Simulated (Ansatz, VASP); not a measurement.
Be3TeSe2: VASP beside Ansatz

```
Be Te Se
1.0
     4.04109    0.00000    0.00000
    -2.02055    3.49969    0.00000
     0.00000    0.00000    9.13025
Be Te Se
3 1 2
Direct
  0.00000 0.00000 0.50000
  0.33333 0.66667 0.00000
  0.33333 0.66667 0.50000
  0.00000 0.00000 0.00000
  0.66667 0.33333 0.36996
  0.66667 0.33333 0.63004
```

Change from the starting cell: species swapped into the Ce2CuGe3 type (P-6m2, No. 187).

Alike in both runs: functional PBE; k mesh 3 × 3 × 2; occupations gaussian, width 0.15 eV; no spin polarisation.

Ansatz relaxed the structure, and its values are those at the end. VASP's run is a single point on that final structure, the one shown.

|  | VASP | Ansatz |
| --- | --- | --- |
| version | VASP 6.6.1 | Ansatz 0.2.0 |
| potentials or method | VASP PAW PBE potentials, release 64 (Be, Te, Se), cutoff 600 eV | scalar-relativistic, plane waves, PAW |
| valence electrons in the cell | 24 | 54 |

|  | VASP | Ansatz | Ansatz less VASP |
| --- | --- | --- | --- |
| gap on the k mesh at the Fermi level (eV) | none | none | - |
| pressure (GPa) | 0.4 | 0.3 | -0.11 |
| rms of the force components (eV/Å) | 0.015 | 0.004 | -0.0112 |

A gap of «none» marks a metal or a gap that the smearing closes. With one functional, cell and mesh, what is left measures potentials, basis and numerics. VASP's potentials hold 24 valence electrons a cell and Ansatz's 54, so a difference there can come from the potentials and not from the codes.

The k mesh is coarse, so the values compare programs but aren't converged. Neither program's run includes spin-orbit coupling.
